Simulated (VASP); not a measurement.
Write the native input for VASP 6.6.1 that does the following.

| Property | Result |
| --- | --- |
| Task | single point |
| Functional | LDA |
| Potentials or basis | VASP PAW LDA potentials, release 64 (Cl) |
| Cutoff | 520 eV |
| k mesh | 7 × 7 × 4 |
| Occupations | fermi-dirac, width 0.05 eV |
| Spin | no spin polarisation |
| Dipole correction | no |
| Further INCAR settings | ALGO = Normal; EDIFF = 1e-07; NBANDS = 22 |

The structure of Cl lies in POSCAR:

```
Cl
1.0
    3.1450000000     -2.2500000000      0.0000000000
    3.1450000000      2.2500000000      0.0000000000
    0.0000000000      0.0000000000      8.2100000000
Cl
4
Direct
    0.3700000000      0.6300000000      0.4000000000
    0.1300000000      0.8700000000      0.9000000000
    0.6300000000      0.3700000000      0.6000000000
    0.8700000000      0.1300000000      0.1000000000
```

The input as run:

INCAR

```
SYSTEM = Cl
ALGO = Normal
EDIFF = 1E-7
ENCUT = 520
ISIF = 2
ISMEAR = -1
LASPH = .TRUE.
LCHARG = .TRUE.
LELF = .TRUE.
LREAL = .FALSE.
LVHAR = .TRUE.
LWAVE = .FALSE.
NBANDS = 22
NELM = 80
PREC = Accurate
SIGMA = 0.05
```

KPOINTS

```
k-points
0
G
  7 7 4
  0 0 0
```

Potentials or basis: VASP PAW LDA potentials, release 64 (Cl).

Command:

```sh
$ cat potpaw_LDA.64/Cl/POTCAR > POTCAR
$ mpirun -np 1 vasp_std > vasp.out
```

Results of the run:

```json
{
 "Pressure": "-2.7 GPa",
 "Largest force": "0.316 eV/Å",
 "Band gap on the k mesh": "2.36 eV, indirect (least direct gap 2.42 eV)"
}
```

Run time: 45 s on 1 thread of Intel(R) Xeon(R) 6975P-C (Granite Rapids), with other jobs on the host, peak memory 0.22 GiB.
